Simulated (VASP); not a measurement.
# V (P6/mmm) in VASP: notebook

V is run at these levels: PBE; tasks: single point.

All numbers are computed with VASP 6.6.1; they aren't measurements. Logs are shortened: lines on timing, memory, paths and dates and some standing lists are left out, and cuts for length are marked.

### 1 The cell of the first run

Symmetry: P6/mmm, No. 191, hexagonal system. The conventional cell has a = 2.382 Å, b = 2.382 Å, c = 2.215 Å, α = 90.00°, β = 90.00°, γ = 120.00°. Within 2.9 Å of V (site symmetry 6/mmm) lie 8 V at 2.22 to 2.38 Å.

This isn't the form of V at room conditions, which is bcc.

### 2 Single point, PBE

File INCAR:

```
SYSTEM = V
ALGO = Normal
EDIFF = 1E-7
ENCUT = 520
GGA = PE
ISIF = 2
ISMEAR = -1
LASPH = .True.
LCHARG = .False.
LREAL = .False.
LWAVE = .False.
NBANDS = 12
NELM = 80
PREC = Accurate
SIGMA = 0.1
```

File KPOINTS:

```
k-points
0
Gamma
  18 18 17
  0 0 0
```

File POSCAR:

```
V
1.0
    2.3815255393      0.0000000000      0.0000000000
   -1.1907627696      2.0624616168      0.0000000000
    0.0000000000      0.0000000000      2.2152848762
V
1
Direct
    0.0000000000      0.0000000000      0.0000000000
```

Potentials or basis: VASP PAW PBE potentials, release 64 (V_sv).

Launch:

```bash
$ cat potpaw_PBE.64/V_sv/POTCAR > POTCAR
$ mpirun -np 1 vasp_std > vasp.out
```

OUTCAR:

```text
SYSTEM = V
   EDIFF = 1E-7
   ENCUT = 520
   GGA = PE
   ISIF = 2
   ISMEAR = -1
   LASPH = .True.
   LREAL = .False.
   NELM = 80
   PREC = Accurate

 ion  position               nearest neighbor table
   1  0.000  0.000  0.000-

  LATTYP: Found a hexagonal cell.
 ALAT       =     2.3815255393
 C/A-ratio  =     0.9301957252

  Lattice vectors:

 A1 = (   2.3815255393,   0.0000000000,   0.0000000000)
 A2 = (  -1.1907627696,   2.0624616168,   0.0000000000)
 A3 = (   0.0000000000,   0.0000000000,   2.2152848762)

Analysis of symmetry for initial positions (statically):
=====================================================================
 Subroutine PRICEL returns:
 Original cell was already a primitive cell.

 Routine SETGRP: Setting up the symmetry group for a
 hexagonal supercell.

 Subroutine GETGRP returns: Found 24 space group operations
 (whereof 24 operations were pure point group operations)
 out of a pool of 24 trial point group operations.

The static configuration has the point symmetry D_6h.

Analysis of symmetry for dynamics (positions and initial velocities):
=====================================================================
 Subroutine PRICEL returns:
 Original cell was already a primitive cell.

 Routine SETGRP: Setting up the symmetry group for a
 hexagonal supercell.

 Subroutine GETGRP returns: Found 24 space group operations
 (whereof 24 operations were pure point group operations)
 out of a pool of 24 trial point group operations.

The dynamic configuration has the point symmetry D_6h.

 Subroutine INISYM returns: Found 24 space group operations
 (whereof 24 operations are pure point group operations),
 and found     1 'primitive' translations

----------------------------------------------------------------------------------------

                                     Primitive cell

  volume of cell :      10.8810

  direct lattice vectors                    reciprocal lattice vectors
     2.381525539  0.000000000  0.000000000     0.419898919  0.242428754  0.000000000
    -1.190762770  2.062461617  0.000000000     0.000000000  0.484857508  0.000000000
     0.000000000  0.000000000  2.215284876     0.000000000  0.000000000  0.451409212

  length of vectors
     2.381525539  2.381525539  2.215284876     0.484857508  0.484857508  0.451409212

  position of ions in fractional coordinates (direct lattice)
     0.000000000  0.000000000  0.000000000

  ion indices of the primitive-cell ions
   primitive index   ion index
                 1           1

----------------------------------------------------------------------------------------

 KPOINTS: k-points

Automatic generation of k-mesh.
 Grid dimensions read from file:
 generate k-points for:   18   18   17

 Generating k-lattice:

  Cartesian coordinates                     Fractional coordinates (reciprocal lattice)
     0.023327718  0.013468264  0.000000000     0.055555556 -0.000000000  0.000000000
     0.000000000  0.026936528  0.000000000     0.000000000  0.055555556  0.000000000
     0.000000000  0.000000000  0.026553483     0.000000000  0.000000000  0.058823529

  Length of vectors
     0.026936528  0.026936528  0.026553483

  Shift w.r.t. Gamma in fractional coordinates (k-lattice)
     0.000000000  0.000000000  0.000000000

 Subroutine IBZKPT returns following result:
 ===========================================

 Found    333 irreducible k-points:

 Following reciprocal coordinates:
            Coordinates               Weight
  0.000000  0.000000  0.000000      1.000000
  0.055556  0.000000  0.000000      6.000000
  0.111111  0.000000  0.000000      6.000000
  0.166667 -0.000000  0.000000      6.000000
  0.222222 -0.000000  0.000000      6.000000
  0.277778 -0.000000  0.000000      6.000000
[... 16 lines left out ...]
  0.333333  0.111111  0.000000     12.000000
  0.388889  0.111111  0.000000     12.000000
 [... further k-points ...]
   k-points           NKPTS =    333   k-points in BZ     NKDIM =    333   number of bands    NBANDS=     12
   number of dos      NEDOS =    301   number of ions     NIONS =      1
   total plane-waves  NPLWV =   5184
   dimension x,y,z NGX =    18 NGY =   18 NGZ =   16
   dimension x,y,z NGXF=    36 NGYF=   36 NGZF=   32
   ions per type =               1
   NGX,Y,Z   is equivalent  to a cutoff of  12.57, 12.57, 12.01 a.u.
   NGXF,Y,Z  is equivalent  to a cutoff of  25.13, 25.13, 24.01 a.u.
 SYSTEM =  V
   PREC   = accura    normal or accurate (medium, high low for compatibility)
   ISTART =      0    job   : 0-new  1-cont  2-samecut
   ICHARG =      2    charge: 1-file 2-atom 10-const
   ISPIN  =      1    spin polarized calculation?
   LNONCOLLINEAR =      F non collinear calculations
   LSORBIT =      F    spin-orbit coupling
   LASPH  =      T    aspherical Exc in radial PAW
   ENCUT  =  520.0 eV  38.22 Ry    6.18 a.u.   4.43  4.43  4.12*2*pi/ulx,y,z
   NELM   =     80;   NELMIN=  2; NELMDL= -5     # of ELM steps
   EDIFF  = 0.1E-06   stopping-criterion for ELM
   LREAL  =      F    real-space projection
   EDIFFG = 0.1E-05   stopping-criterion for IOM
   NSW    =      0    number of steps for IOM
   IBRION =     -1    ionic relax: 0-MD 1-quasi-New 2-CG
   NFREE  =      0    steps in history (QN), initial steepest desc. (CG)
   ISIF   =      2    stress and relaxation
   ISYM   =      2    0-nonsym 1-usesym 2-fastsym
   POTIM  = 0.5000    time-step for ionic-motion
   TEBEG  =    0.0;   TEEND  =   0.0 temperature during run
   PSTRESS=    0.0 pullay stress
   NELECT =      13.0000    total number of electrons
   NUPDOWN=      -1.0000    fix difference up-down
   EMIN   =  10.00;   EMAX   =-10.00  energy-range for DOS
   EFERMI =   0.00;   METHOD = LEGACY
   ISMEAR =    -1;   SIGMA  =   0.10  broadening in eV -4-tet -1-fermi 0-gaus
   EFERMI_NEDOS =   21; number of points for ismear=-14 and -15
   IALGO  =     38    algorithm
   IMIX   =      4    mixing-type and parameters
     AMIX     =   0.40;   BMIX     =  1.00
     AMIX_MAG =   1.60;   BMIX_MAG =  1.00
  volume/ion in A,a.u.               =      10.88        73.43
  Fermi-wavevector in a.u.,A,eV,Ry     =   1.737130  3.282700 41.057233  3.017621
  Thomas-Fermi vector in A             =   2.810413
   LORBIT       =      0    0 simple, 1 ext, 2 COOP (PROOUT), +10 PAW based schemes
[... 44 lines left out ...]

 k-point     2 :       0.0556    0.0000    0.0000
  band No.  band energies     occupation
      1     -51.0490      2.00000
      2     -23.7667      2.00000
      3     -23.7173      2.00000
      4     -23.5852      2.00000
      5       5.9923      2.00000
      6       9.7672      2.00000
      7      13.0259      1.14066
      8      13.2639      0.21886
      9      17.5728      0.00000
     10      17.6551      0.00000
     11      32.2935      0.00000
     12      35.2489      0.00000

 k-point     3 :       0.1111    0.0000    0.0000
  band No.  band energies     occupation
      1     -51.0109      2.00000
      2     -23.9458      2.00000
      3     -23.7556      2.00000
      4     -23.5666      2.00000
      5       6.4031      2.00000
      6       9.9294      2.00000
      7      12.6920      1.94796
      8      13.5913      0.00925
      9      17.2973      0.00000
     10      17.6076      0.00000
     11      32.5079      0.00000
     12      35.8848      0.00000

 k-point     4 :       0.1667   -0.0000    0.0000
  band No.  band energies     occupation
      1     -50.9521      2.00000
      2     -24.2157      2.00000
      3     -23.8138      2.00000
      4     -23.5379      2.00000
      5       7.0261      2.00000
      6      10.1620      2.00000
      7      12.2818      1.99912
      8      14.1143      0.00005
      9      16.8988      0.00000
     10      17.5355      0.00000
     11      32.2609      0.00000
     12      36.8708      0.00000

 k-point     5 :       0.2222   -0.0000    0.0000
  band No.  band energies     occupation
      1     -50.8790      2.00000
      2     -24.5400      2.00000
      3     -23.8846      2.00000
      4     -23.5025      2.00000
      5       7.7581      2.00000
      6      10.3609      2.00000
      7      12.0273      1.99993
      8      14.7966      0.00000
      9      16.4428      0.00000
     10      17.4480      0.00000
     11      31.1116      0.00000
     12      36.2503      0.00000

 k-point     6 :       0.2778   -0.0000    0.0000
  band No.  band energies     occupation
      1     -50.8003      2.00000
      2     -24.8775      2.00000
      3     -23.9591      2.00000
      4     -23.4647      2.00000
      5       8.4208      2.00000
      6      10.4034      2.00000
      7      12.2114      1.99956
      8      15.5842      0.00000
      9      15.9905      0.00000
     10      17.3560      0.00000
     11      29.4465      0.00000
     12      34.8323      0.00000

 k-point     7 :       0.3333   -0.0000    0.0000
  band No.  band energies     occupation
      1     -50.7253      2.00000
      2     -25.1882      2.00000
      3     -24.0284      2.00000
      4     -23.4290      2.00000
      5       8.7636      2.00000
      6      10.4915      2.00000
      7      12.8088      1.84170
      8      15.5913      0.00000
      9      16.3994      0.00000
     10      17.2707      0.00000
     11      27.7306      0.00000
     12      33.5674      0.00000

 k-point     8 :       0.3889   -0.0000    0.0000
  band No.  band energies     occupation
      1     -50.6635      2.00000
      2     -25.4372      2.00000
      3     -24.0844      2.00000
      4     -23.3997      2.00000
      5       8.7556      2.00000
      6      10.7600      2.00000
      7      13.5736      0.01104
      8      15.2817      0.00000
      9      17.1360      0.00000
     10      17.2018      0.00000
     11      26.2253      0.00000
     12      32.5326      0.00000
[... 166 lines left out ...]
 k-point    20 :       0.1667    0.1111    0.0000
  band No.  band energies     occupation
      1     -50.8503      2.00000
      2     -24.6192      2.00000
      3     -23.9609      2.00000
      4     -23.4887      2.00000
      5       8.1232      2.00000
      6      10.5787      2.00000
      7      11.5879      2.00000
      8      15.2529      0.00000
      9      16.3342      0.00000
     10      17.3438      0.00000
     11      31.0589      0.00000
     12      33.6621      0.00000

 k-point    21 :       0.2222    0.1111    0.0000
  band No.  band energies     occupation
      1     -50.7761      2.00000
      2     -24.9094      2.00000
      3     -24.0588      2.00000
      4     -23.4531      2.00000
      5       8.8368      2.00000
      6      10.6126      2.00000
      7      11.6516      2.00000
      8      15.9507      0.00000
      9      16.1197      0.00000
     10      17.2171      0.00000
     11      29.4652      0.00000
     12      32.4162      0.00000

 k-point    22 :       0.2778    0.1111    0.0000
  band No.  band energies     occupation
      1     -50.7054      2.00000
      2     -25.1773      2.00000
      3     -24.1504      2.00000
      4     -23.4195      2.00000
      5       9.2520      2.00000
      6      10.5970      2.00000
      7      12.1945      1.99963
      8      15.6106      0.00000
      9      17.0232      0.00000
     10      17.0986      0.00000
     11      27.7326      0.00000
     12      31.3842      0.00000

 k-point    23 :       0.3333    0.1111    0.0000
  band No.  band energies     occupation
      1     -50.6472      2.00000
      2     -25.3927      2.00000
      3     -24.2244      2.00000
      4     -23.3920      2.00000
      5       9.2470      2.00000
      6      10.8334      2.00000
      7      12.9034      1.63759
      8      15.3458      0.00000
      9      17.0026      0.00000
     10      17.8612      0.00000
     11      26.1729      0.00000
     12      30.5236      0.00000

 k-point    24 :       0.3889    0.1111    0.0000
  band No.  band energies     occupation
      1     -50.6089      2.00000
      2     -25.5320      2.00000
      3     -24.2724      2.00000
      4     -23.3740      2.00000
      5       9.1285      2.00000
      6      11.0708      2.00000
      7      13.5142      0.01990
      8      15.1784      0.00000
      9      16.9404      0.00000
     10      18.4937      0.00000
     11      25.0359      0.00000
     12      29.9252      0.00000

 [... further k-points ...]
[... 5 lines left out ...]
  --------------------------------------------------------------------------------------
  -------------------------------------------------------------------------------------
  Total        4.7501850      4.7501850      4.8193203      0.0000000      0.0000000      0.0000000
  in kB      699.4399050    699.4399050    709.6197095      0.0000000      0.0000000      0.0000000
  external PRESSURE =     702.8331732 kB  Pullay stress =       0.0000000 kB

 VOLUME and BASIS-vectors are now :
 -----------------------------------------------------------------------------
  energy-cutoff  :      520.00
  volume of cell :       10.88
      direct lattice vectors                 reciprocal lattice vectors
     2.381525539  0.000000000  0.000000000     0.419898919  0.242428754  0.000000000
    -1.190762770  2.062461617  0.000000000     0.000000000  0.484857508  0.000000000
     0.000000000  0.000000000  2.215284876     0.000000000  0.000000000  0.451409212

 POSITION                                       TOTAL-FORCE (eV/Angst)
 -----------------------------------------------------------------------------------
      0.00000      0.00000      0.00000         0.000000      0.000000      0.000000
 -----------------------------------------------------------------------------------
    total drift:                                0.000000      0.000000      0.000000

  FREE ENERGIE OF THE ION-ELECTRON SYSTEM (eV)
  ---------------------------------------------------
  free  energy   TOTEN  =        -7.9455784442 eV

  energy  without entropy=       -7.9131940077  energy(sigma->0) =       -7.92938623
```

It took 49 s on 1 thread of Intel Xeon 8259CL, shared host; peak memory 0.15 GiB.

What came out:

| Property | Result |
| --- | --- |
| Free energy | -7.9456 eV |
| Pressure | 70.3 GPa |
| Band gap on the k mesh | zero (an odd number of electrons rules out a gap without spin polarisation) |

Stress tensor (GPa, compression positive):
```
69.94  0.00  0.00
 0.00 69.94  0.00
 0.00  0.00 70.96
```

Caveat: the cell stands under pressure.

### 3 Single point, PBE

File INCAR:

```
SYSTEM = V
PREC = Accurate ; ENCUT = 520
EDIFF = 1E-6 ; ISMEAR = -1
SIGMA = 0.1 ; LREAL = .False.
LASPH = .True. ; NELM = 60
ALGO = Normal ; ISIF = 2
LWAVE = .False. ; LCHARG = .False.
GGA = PE ; NBANDS = 12
```

File KPOINTS:

```
Automatic mesh
0
Gamma
  18 18 17
  0 0 0
```

File POSCAR:

```
V
1.0
    2.3812757689      0.0000000000      0.0000000000
   -1.1906378844      2.0622453093      0.0000000000
    0.0000000000      0.0000000000      2.2150769694
V
1
Direct
    0.0000000000      0.0000000000      0.0000000000
```

Potentials or basis: VASP PAW PBE potentials, release 64 (V_sv).

Launch:

```bash
$ cat potpaw_PBE.64/V_sv/POTCAR > POTCAR
$ mpirun -np 1 vasp_std > vasp.out
```

Wall time 45 s (1 thread of Intel Xeon 8259CL, shared host); peak memory 0.15 GiB.

It converged, with:

```yaml
Free_energy: -7.9441 eV
Pressure: 70.3 GPa
Band_gap_on_the_k_mesh: zero (an odd number of electrons rules out a gap without spin polarisation)
```

Stress tensor (GPa, compression positive):
```
69.97  0.00  0.00
 0.00 69.97  0.00
 0.00  0.00 71.02
```

Levels at points of the mesh, in eV from the Fermi level:
```csv
k point,band 4,band 5,band 6,band 7,band 8,band 9
"(0.00, 0.00, 0.00)",-36.64,-7.21,-3.35,0.10,0.10,4.62
"(0.50, 0.00, 0.00)",-36.43,-4.45,-1.95,1.45,1.97,4.09
```

Caveat: the cell stands under pressure.

### 4 Single point, PBE

This run uses another cell than the first one: it holds 3 atoms, not 1.

File INCAR:

```
PREC     = Accurate       # precision mode
ENCUT    = 520            # plane-wave cutoff, eV
EDIFF    = 1E-6           # SCF threshold, eV
ISMEAR   = -1             # smearing method
SIGMA    = 0.1            # smearing width, eV
LREAL    = False          # projectors in reciprocal space
LASPH    = True           # aspherical terms in the spheres
NELM     = 60             # most SCF steps
ALGO     = Normal         # electronic algorithm
ISIF     = 2              # what is computed and relaxed
LWAVE    = False          # write WAVECAR
LCHARG   = False          # write CHGCAR
GGA      = PE             # functional
NBANDS   = 26             # bands
```

File KPOINTS:

```
regular mesh
0
Gamma
  9 9 13
```

File POSCAR:

```
V
1.0
    4.0950539120      0.0000000000      0.0000000000
   -2.0475269560      3.5464207177      0.0000000000
    0.0000000000      0.0000000000      2.2059408759
V
3
Direct
    0.0000000000      0.0000000000      0.0000000000
    0.3333333333      0.6666666667      0.5000000000
    0.6666666667      0.3333333333      0.5000000000
```

Launch:

```bash
$ cat potpaw_PBE.64/V_sv/POTCAR > POTCAR
$ mpirun -np 1 vasp_std > vasp.out
```

Wall time 68 s (1 thread of Intel Xeon 8259CL, shared host); peak memory 0.18 GiB.

It converged, with:

```
Free energy            : -25.0206 eV
Pressure               : 70.2 GPa
Band gap on the k mesh : zero (an odd number of electrons rules out a gap without spin polarisation)
```

Stress tensor (GPa, compression positive):
```
69.69  0.00  0.00
 0.00 69.69  0.00
 0.00  0.00 71.25
```

Levels at points of the mesh, in eV from the Fermi level:
| k point | band 17 | band 18 | band 19 | band 20 | band 21 | band 22 | band 23 | band 24 |
| --- | --- | --- | --- | --- | --- | --- | --- | --- |
| (0.00, 0.00, 0.00) | -1.58 | -1.58 | -1.47 | -1.11 | 0.57 | 0.57 | 3.02 | 3.02 |

Caveat: the cell stands under pressure.

### 5 Single point, PBE

This run uses another cell than the first one: it holds 3 atoms, not 1.

File INCAR:

```
SYSTEM = V
  ALGO = Normal
  EDIFF = 1E-7
  ENCUT = 520
  GGA = PE
  ISIF = 2
  ISMEAR = -1
  LASPH = .TRUE.
  LCHARG = .FALSE.
  LREAL = .FALSE.
  LWAVE = .FALSE.
  NBANDS = 26
  NELM = 100
  PREC = Accurate
  SIGMA = 0.1
```

File KPOINTS:

```
k-points
0
G
  9 9 13
  0 0 0
```

File POSCAR:

```
V
1.0
    4.0946691849      0.0000000000      0.0000000000
   -2.0473345925      3.5460875343      0.0000000000
    0.0000000000      0.0000000000      2.2058248735
V
3
Direct
    0.0000000000      0.0000000000      0.0000000000
    0.3333333333      0.6666666667      0.5000000000
    0.6666666667      0.3333333333      0.5000000000
```

Launch:

```bash
$ cat potpaw_PBE.64/V_sv/POTCAR > POTCAR
$ mpirun -np 1 vasp_std > vasp.out
```

Wall time 83 s (1 thread of Intel Xeon 8259CL, shared host); peak memory 0.18 GiB.

The run converged. Its results:

```
Free energy            : -25.0172 eV
Pressure               : 70.3 GPa
Band gap on the k mesh : zero (an odd number of electrons rules out a gap without spin polarisation)
```

Stress tensor (GPa, compression positive):
```
69.80  0.00  0.00
 0.00 69.80  0.00
 0.00  0.00 71.35
```

Levels at points of the mesh, in eV from the Fermi level:
```
           k point  band 18  band 19  band 20  band 21  band 22  band 23
(0.00, 0.00, 0.00)    -1.58    -1.47    -1.11     0.57     0.57     3.02
```

Caveat: the cell stands under pressure.

### 6 Summary

```csv
cell,k mesh,gap on the mesh (eV),pressure (GPa)
"a = 2.382, b = 2.382, c = 2.215 Å, angles 90.0, 90.0, 120.0°, 1 atom, atomic positions A",18 × 18 × 17,none,70.3
"a = 2.381, b = 2.381, c = 2.215 Å, angles 90.0, 90.0, 120.0°, 1 atom, atomic positions A",18 × 18 × 17,none,70.3
"a = 4.095, b = 4.095, c = 2.206 Å, angles 90.0, 90.0, 120.0°, 3 atoms, atomic positions B",9 × 9 × 13,none,70.3
```

Alike in all rows: task single point; level PBE; potentials or basis VASP PAW PBE potentials, release 64 (V_sv); no spin polarisation; cutoff (eV) 520; smearing fermi-dirac 0.1 eV.

Caveats: the cell stands under pressure.

Total energies depend on the potentials used, so only differences within one code and one set of settings carry meaning.
